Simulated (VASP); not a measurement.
# Te2Mo in VASP: relaxation of the atoms with PBEsol

Aim: the relaxation of the atoms of Te2Mo with PBEsol.

All numbers are computed with VASP 6.6.1; they aren't measurements. Logs are shortened: lines on timing, memory, paths and dates and some standing lists are left out, and cuts for length are marked.

### Step 1. The cell of the first run

The cell holds a slab with vacuum, 12 atoms: a = 3.494 Å, b = 3.494 Å, c = 39.623 Å, α = 90.00°, β = 90.00°, γ = 120.00°.

### Step 2. Relaxation of the atoms, PBEsol

Contents of INCAR:

```
SYSTEM = Te2Mo
  PREC = Accurate
  ENCUT = 520
  EDIFF = 1E-6
  ISMEAR = 0
  SIGMA = 0.05
  LREAL = .FALSE.
  LASPH = .TRUE.
  NELM = 80
  ALGO = Normal
  ISIF = 2
  LWAVE = .FALSE.
  LCHARG = .FALSE.
  LDIPOL = .TRUE.
  IDIPOL = 3
  DIPOL = 0.5 0.5 0.500
  GGA = PS
  IBRION = 2
  NSW = 80
  EDIFFG = -0.02
  KPAR = 4
```

Contents of KPOINTS:

```
Automatic mesh
0
G
  9 9 1
  0 0 0
```

Contents of POSCAR:

```
Te2Mo
1.0
    3.4939942408      0.0000000000      0.0000000000
   -1.7469971204      3.0258877732      0.0000000000
    0.0000000000      0.0000000000     39.6234214158
Te Mo
8 4
Direct
    0.3333333333      0.6666666667      0.1892819886
    0.3333333333      0.6666666667      0.2804051903
    0.6666666667      0.3333333333      0.3660529290
    0.6666666667      0.3333333333      0.4571761307
    0.3333333333      0.6666666667      0.5428238693
    0.3333333333      0.6666666667      0.6339470710
    0.6666666667      0.3333333333      0.7195948097
    0.6666666667      0.3333333333      0.8107180114
    0.6666666667      0.3333333333      0.2348435894
    0.3333333333      0.6666666667      0.4116145298
    0.6666666667      0.3333333333      0.5883854702
    0.3333333333      0.6666666667      0.7651564106
```

Potentials or basis: VASP PAW PBE potentials, release 64 (Te, Mo_sv).

On the command line:

```console
> cat potpaw_PBE.64/Te/POTCAR potpaw_PBE.64/Mo_sv/POTCAR > POTCAR
> mpirun -np 4 vasp_std > vasp.out
```

OUTCAR:

```text
SYSTEM = Te2Mo
   PREC = Accurate
   ENCUT = 520
   EDIFF = 1E-6
   ISMEAR = 0
   LREAL = .FALSE.
   LASPH = .TRUE.
   NELM = 80
   ISIF = 2
   GGA = PS
   IBRION = 2
   NSW = 80
   EDIFFG = -0.02

 ion  position               nearest neighbor table
   1  0.333  0.667  0.189-   9 2.71   9 2.71   9 2.71   2 3.61
   2  0.333  0.667  0.280-   9 2.71   9 2.71   9 2.71   1 3.61
   3  0.667  0.333  0.366-  10 2.71  10 2.71  10 2.71   4 3.61
   4  0.667  0.333  0.457-  10 2.71  10 2.71  10 2.71   3 3.61
   5  0.333  0.667  0.543-  11 2.71  11 2.71  11 2.71   6 3.61
   6  0.333  0.667  0.634-  11 2.71  11 2.71  11 2.71   5 3.61
   7  0.667  0.333  0.720-  12 2.71  12 2.71  12 2.71   8 3.61
   8  0.667  0.333  0.811-  12 2.71  12 2.71  12 2.71   7 3.61
   9  0.667  0.333  0.235-   1 2.71   1 2.71   1 2.71   2 2.71   2 2.71   2 2.71
  10  0.333  0.667  0.412-   3 2.71   3 2.71   3 2.71   4 2.71   4 2.71   4 2.71
  11  0.667  0.333  0.588-   6 2.71   6 2.71   6 2.71   5 2.71   5 2.71   5 2.71
  12  0.333  0.667  0.765-   8 2.71   8 2.71   8 2.71   7 2.71   7 2.71   7 2.71

  LATTYP: Found a hexagonal cell.
 ALAT       =     3.4939942408
 C/A-ratio  =    11.3404369570

  Lattice vectors:

 A1 = (   3.4939942408,   0.0000000000,   0.0000000000)
 A2 = (  -1.7469971204,   3.0258877732,   0.0000000000)
 A3 = (   0.0000000000,   0.0000000000,  39.6234214158)

Analysis of symmetry for initial positions (statically):
=====================================================================
 Subroutine PRICEL returns:
 Original cell was already a primitive cell.

 Routine SETGRP: Setting up the symmetry group for a
 hexagonal supercell.

 Subroutine GETGRP returns: Found 12 space group operations
 (whereof 12 operations were pure point group operations)
 out of a pool of 24 trial point group operations.

The static configuration has the point symmetry D_3d.

Analysis of symmetry for dynamics (positions and initial velocities):
=====================================================================
 Subroutine PRICEL returns:
 Original cell was already a primitive cell.

 Routine SETGRP: Setting up the symmetry group for a
 hexagonal supercell.

 Subroutine GETGRP returns: Found 12 space group operations
 (whereof 12 operations were pure point group operations)
 out of a pool of 24 trial point group operations.

The dynamic configuration has the point symmetry D_3d.

 Subroutine INISYM returns: Found 12 space group operations
 (whereof 12 operations are pure point group operations),
 and found     1 'primitive' translations

----------------------------------------------------------------------------------------

                                     Primitive cell

  volume of cell :     418.9160

  direct lattice vectors                    reciprocal lattice vectors
     3.493994241  0.000000000  0.000000000     0.286205394  0.165240762  0.000000000
    -1.746997120  3.025887773  0.000000000     0.000000000  0.330481523  0.000000000
     0.000000000  0.000000000 39.623421416     0.000000000  0.000000000  0.025237598

  length of vectors
     3.493994241  3.493994241 39.623421416     0.330481523  0.330481523  0.025237598

  position of ions in fractional coordinates (direct lattice)
     0.333333333  0.666666667  0.189281989
     0.333333333  0.666666667  0.280405190
     0.666666667  0.333333333  0.366052929
     0.666666667  0.333333333  0.457176131
     0.333333333  0.666666667  0.542823869
     0.333333333  0.666666667  0.633947071
     0.666666667  0.333333333  0.719594810
     0.666666667  0.333333333  0.810718011
     0.666666667  0.333333333  0.234843589
     0.333333333  0.666666667  0.411614530
     0.666666667  0.333333333  0.588385470
     0.333333333  0.666666667  0.765156411

  ion indices of the primitive-cell ions
   primitive index   ion index
[... 46 lines left out ...]
  0.111111  0.111111  0.000000      6.000000
  0.222222  0.111111  0.000000     12.000000
  0.333333  0.111111  0.000000     12.000000
  0.444444  0.111111  0.000000      6.000000
  0.222222  0.222222  0.000000      6.000000
  0.333333  0.222222  0.000000     12.000000
  0.333333  0.333333  0.000000      2.000000
   k-points           NKPTS =     12   k-points in BZ     NKDIM =     12   number of bands    NBANDS=     62
   number of dos      NEDOS =    301   number of ions     NIONS =     12
   total plane-waves  NPLWV = 235200
   dimension x,y,z NGX =    28 NGY =   28 NGZ =  300
   dimension x,y,z NGXF=    56 NGYF=   56 NGZF=  600
   ions per type =               8   4
   NGX,Y,Z   is equivalent  to a cutoff of  13.32, 13.32, 12.59 a.u.
   NGXF,Y,Z  is equivalent  to a cutoff of  26.65, 26.65, 25.17 a.u.
 SYSTEM =  Te2Mo
   PREC   = accura    normal or accurate (medium, high low for compatibility)
   ISTART =      0    job   : 0-new  1-cont  2-samecut
   ICHARG =      2    charge: 1-file 2-atom 10-const
   ISPIN  =      1    spin polarized calculation?
   LNONCOLLINEAR =      F non collinear calculations
   LSORBIT =      F    spin-orbit coupling
   LASPH  =      T    aspherical Exc in radial PAW
   ENCUT  =  520.0 eV  38.22 Ry    6.18 a.u.   6.50  6.50 73.67*2*pi/ulx,y,z
   NELM   =     80;   NELMIN=  2; NELMDL= -5     # of ELM steps
   EDIFF  = 0.1E-05   stopping-criterion for ELM
   LREAL  =      F    real-space projection
   EDIFFG = -.2E-01   stopping-criterion for IOM
   NSW    =     80    number of steps for IOM
   IBRION =      2    ionic relax: 0-MD 1-quasi-New 2-CG
   NFREE  =      1    steps in history (QN), initial steepest desc. (CG)
   ISIF   =      2    stress and relaxation
   ISYM   =      2    0-nonsym 1-usesym 2-fastsym
   POTIM  = 0.5000    time-step for ionic-motion
   TEBEG  =    0.0;   TEEND  =   0.0 temperature during run
   PSTRESS=    0.0 pullay stress
   NELECT =     104.0000    total number of electrons
   NUPDOWN=      -1.0000    fix difference up-down
   EMIN   =  10.00;   EMAX   =-10.00  energy-range for DOS
   EFERMI =   0.00;   METHOD = LEGACY
   ISMEAR =     0;   SIGMA  =   0.05  broadening in eV -4-tet -1-fermi 0-gaus
   EFERMI_NEDOS =   21; number of points for ismear=-14 and -15
   IALGO  =     38    algorithm
   IMIX   =      4    mixing-type and parameters
     AMIX     =   0.40;   BMIX     =  1.00
     AMIX_MAG =   1.60;   BMIX_MAG =  1.00
  volume/ion in A,a.u.               =      34.91       235.58
  Fermi-wavevector in a.u.,A,eV,Ry     =   1.028909  1.944356 14.403858  1.058654
  Thomas-Fermi vector in A             =   2.162930
   LORBIT       =      0    0 simple, 1 ext, 2 COOP (PROOUT), +10 PAW based schemes
   GGA     = PS    functional components
   LHFCALC =     F    Hartree Fock is set to
   AEXX    =    0.0000 exact exchange contribution
   IVDW    =     0    specifies the selected vdW correction
   LEPSILON=     F    determine dielectric tensor
   LRPA    =     F    only Hartree local field effects (RPA)
 conjugate gradient relaxation of ions
 non-spin polarized calculation
 Gauss-broadening in eV      SIGMA  =   0.05
  energy-cutoff  :      520.00
  volume of cell :      418.92
 maximum number of plane-waves:     11427
 NGX is ok and might be reduce to    28
   NGX = 13   NGY = 13   NGZ =147

--------------------------------------- Ionic step        1  -------------------------------------------

 number of electron     104.0000003 magnetization

 Free energy of the ion-electron system (eV)
  ---------------------------------------------------
  ext. energy  EPLUGINS =         0.00000000
  ---------------------------------------------------
  free energy    TOTEN  =       -78.70852278 eV

  energy without entropy =      -78.70852278  energy(sigma->0) =      -78.70852278

------------------------ aborting loop because EDIFF is reached ----------------------------------------

  FORCE on cell =-STRESS in cart. coord.  units (eV):
  Direction    XX          YY          ZZ          XY          YZ          ZX
  --------------------------------------------------------------------------------------
  -------------------------------------------------------------------------------------
  Total        0.0498796      0.0498796      0.2008810      0.0000000      0.0000000      0.0000000
  in kB        0.1907686      0.1907686      0.7682852      0.0000000      0.0000000      0.0000000
  external PRESSURE =       0.3832742 kB  Pullay stress =       0.0000000 kB
[... 33 lines left out ...]
--------------------------------------- Ionic step        2  -------------------------------------------

 number of electron     104.0000003 magnetization

 dipolmoment           0.000000      0.000000     -0.000000 electrons x Angstroem

------------------------ aborting loop because EDIFF is reached ----------------------------------------

  FORCE on cell =-STRESS in cart. coord.  units (eV):
  Direction    XX          YY          ZZ          XY          YZ          ZX
  --------------------------------------------------------------------------------------
  -------------------------------------------------------------------------------------
  Total       -0.0311377     -0.0311377     -0.0048392      0.0000000      0.0000000      0.0000000
  in kB       -0.1190887     -0.1190887     -0.0185079      0.0000000      0.0000000      0.0000000
  external PRESSURE =      -0.0855618 kB  Pullay stress =       0.0000000 kB
[... 33 lines left out ...]
--------------------------------------- Ionic step        3  -------------------------------------------

 number of electron     104.0000003 magnetization

 dipolmoment           0.000000      0.000000      0.000000 electrons x Angstroem

 Free energy of the ion-electron system (eV)
  ---------------------------------------------------
  ext. energy  EPLUGINS =         0.00000000
  ---------------------------------------------------
  free energy    TOTEN  =       -78.70877033 eV

  energy without entropy =      -78.70877033  energy(sigma->0) =      -78.70877033

 E-fermi :   4.5741     XC(G=0):  -7.7827

 val. band max:        4.3126763664   @ k =   0.0000   0.0000   0.0000
 cond. band min:       5.1910855703   @ k =   0.2222   0.2222   0.0000
 fundamental gap:      0.8784092040
 Fermi energy:         4.5741483745

 k-point     1 :       0.0000    0.0000    0.0000
  band No.  band energies     occupation
      1     -56.3357      2.00000
      2     -56.3357      2.00000
      3     -56.3315      2.00000
      4     -56.3315      2.00000
      5     -30.5468      2.00000
      6     -30.5468      2.00000
[... 769 lines left out ...]
     61       6.7598      0.00000
     62       6.7614      0.00000

------------------------ aborting loop because EDIFF is reached ----------------------------------------

 vacuum level on the upper side and lower side of the slab       (xc-potential included)        -0.126        -0.126

  FORCE on cell =-STRESS in cart. coord.  units (eV):
  Direction    XX          YY          ZZ          XY          YZ          ZX
  --------------------------------------------------------------------------------------
  -------------------------------------------------------------------------------------
  Total       -0.0062709     -0.0062709      0.0460256     -0.0000000      0.0000000      0.0000000
  in kB       -0.0239837     -0.0239837      0.1760286     -0.0000000      0.0000000      0.0000000
  external PRESSURE =       0.0426871 kB  Pullay stress =       0.0000000 kB
[... 27 lines left out ...]
  FREE ENERGIE OF THE ION-ELECTRON SYSTEM (eV)
  ---------------------------------------------------
  free  energy   TOTEN  =       -78.7087703332 eV

  energy  without entropy=      -78.7087703332  energy(sigma->0) =      -78.70877033

 reached required accuracy - stopping structural energy minimisation

 vacuum level on the upper side and lower side of the slab         9.018         9.018
```

Run time: 6.5 min. Hardware: 4 MPI ranks of Intel Xeon Platinum 8488C (Sapphire Rapids), shared host; peak memory 0.7 GiB.

Results:

```
Free energy                  : -78.7088 eV
Energy gained by relaxing    : 0.0 meV/atom
Ionic steps                  : 3
Largest force after relaxing : 0.016 eV/Å
Band gap on the k mesh       : 0.88 eV (least direct gap 1.12 eV)
```

Forces on the atoms (eV/Å):
```
Te   0.000  0.000 -0.011
Te   0.000  0.000 -0.001
Te   0.000  0.000 -0.016
Te   0.000  0.000  0.014
Te   0.000  0.000 -0.014
Te   0.000  0.000  0.016
Te   0.000  0.000  0.001
Te   0.000  0.000  0.011
Mo   0.000  0.000  0.014
Mo   0.000  0.000 -0.001
Mo   0.000  0.000  0.001
Mo   0.000  0.000 -0.014
```

The path:
```
step  energy change (eV)  largest force (eV/Å)  pressure (GPa)
   1              0.0000                0.0538            0.04
   2             -0.0002                0.0329           -0.01
   3             -0.0002                0.0158            0.00
```

Final structure:
```cif
data_structure
_symmetry_space_group_name_H-M 'P 1'
_symmetry_Int_Tables_number 1
_cell_length_a 3.4940
_cell_length_b 3.4940
_cell_length_c 39.6234
_cell_angle_alpha 90.000
_cell_angle_beta 90.000
_cell_angle_gamma 120.000
_cell_volume 418.92
loop_
_atom_site_label
_atom_site_type_symbol
_atom_site_fract_x
_atom_site_fract_y
_atom_site_fract_z
_atom_site_occupancy
Te1 Te 0.33333 0.66667 0.18930 1
Te2 Te 0.33333 0.66667 0.28044 1
Te3 Te 0.66667 0.33333 0.36602 1
Te4 Te 0.66667 0.33333 0.45721 1
Te5 Te 0.33333 0.66667 0.54279 1
Te6 Te 0.33333 0.66667 0.63398 1
Te7 Te 0.66667 0.33333 0.71956 1
Te8 Te 0.66667 0.33333 0.81070 1
Mo1 Mo 0.66667 0.33333 0.23479 1
Mo2 Mo 0.33333 0.66667 0.41161 1
Mo3 Mo 0.66667 0.33333 0.58839 1
Mo4 Mo 0.33333 0.66667 0.76521 1
```

Caveat: the PAW data sets were made with another functional, which shifts forces and pressure a little; spin-orbit coupling is left out, which moves the levels of the heavy elements.
